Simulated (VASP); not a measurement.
A run of VASP 6.6.1:

INCAR

```
  ALGO = Normal
  EDIFF = 1E-7
  ENCUT = 520
  GGA = PE
  ISIF = 2
  ISMEAR = 0
  LASPH = T
  LCHARG = T
  LELF = T
  LREAL = F
  LVHAR = T
  LWAVE = F
  NBANDS = 48
  NELM = 60
  PREC = Accurate
  SIGMA = 0.05
```

KPOINTS

```
k-points
0
Gamma
  12 12 2
```

Contents of POSCAR:

```
InSe
1.0
    4.0896281733      0.0000000000      0.0000000000
   -2.0448140866      3.5417218901      0.0000000000
    0.0000000000      0.0000000000     18.4030146391
In Se
4 4
Direct
    0.3333333333      0.6666666667      0.1732335372
    0.6666666667      0.3333333333      0.6732335372
    0.3333333333      0.6666666667      0.3267664628
    0.6666666667      0.3333333333      0.8267664628
    0.3333333333      0.6666666667      0.6041695082
    0.6666666667      0.3333333333      0.1041695082
    0.3333333333      0.6666666667      0.8958304918
    0.6666666667      0.3333333333      0.3958304918
```

Potentials or basis: VASP PAW PBE potentials, release 64 (In_d, Se).

Run with:

```console
$ cat potpaw_PBE.64/In_d/POTCAR potpaw_PBE.64/Se/POTCAR > POTCAR
$ mpirun -np 1 vasp_std > vasp.out
```

Hardware: 1 thread of AMD EPYC 7R13, on a shared host.

**Question.** How long does it take, and how much memory?

**Answer.** Run time: 11 min on 1 thread of AMD EPYC 7R13 (shared host), peak memory 0.57 GiB. Counts: scf iterations 16, k points 38.
